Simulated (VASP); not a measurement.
A run of VASP 6.6.1:

The input POSCAR:

```
Nb
1.0
    0.0000000000      2.0515500000      2.1467250000
    2.0515500000      0.0000000000      2.1467250000
    2.0515500000      2.0515500000      0.0000000000
Nb
1
Direct
    0.0000000000      0.0000000000      0.0000000000
```

INCAR.step1

```
SYSTEM = Nb
  ALGO = Normal
  EDIFF = 1E-4
  ENCUT = 520
  GGA = PE
  ISMEAR = 0
  LASPH = .TRUE.
  LCHARG = .FALSE.
  LREAL = .FALSE.
  LWAVE = .TRUE.
  NBANDS = 12
  NELM = 80
  PREC = Accurate
  SIGMA = 0.15
```

Contents of INCAR.step2:

```
SYSTEM = Nb
  ALGO = Normal
  EDIFF = 1E-6
  ENCUT = 520
  ISIF = 2
  ISMEAR = 0
  ISTART = 1
  LASPH = .TRUE.
  LCHARG = .FALSE.
  LMIXTAU = .TRUE.
  LREAL = .FALSE.
  LWAVE = .FALSE.
  METAGGA = R2SCAN
  NBANDS = 12
  NELM = 80
  PREC = Accurate
  SIGMA = 0.15
```

File KPOINTS:

```
k-points
0
G
  20 20 20
  0 0 0
```

Potentials or basis: VASP PAW PBE potentials, release 64 (Nb_sv).

Run with:

```bash
$ cat potpaw_PBE.64/Nb_sv/POTCAR > POTCAR
$ cp INCAR.step1 INCAR
$ mpirun -np 1 vasp_std > vasp.out
$ cp INCAR.step2 INCAR
$ mpirun -np 1 vasp_std > vasp.out
```

Hardware: 1 thread of Intel(R) Xeon(R) Platinum 8259CL CPU @ 2.50GHz (Skylake/Cascade Lake), with other jobs on the host.

Task: Estimate the wall time of this run.

Result: It took 5.1 min on 1 thread of Intel(R) Xeon(R) Platinum 8259CL CPU @ 2.50GHz (Skylake/Cascade Lake), with other jobs on the host, peak memory 0.25 GiB. Counts: k points 641.
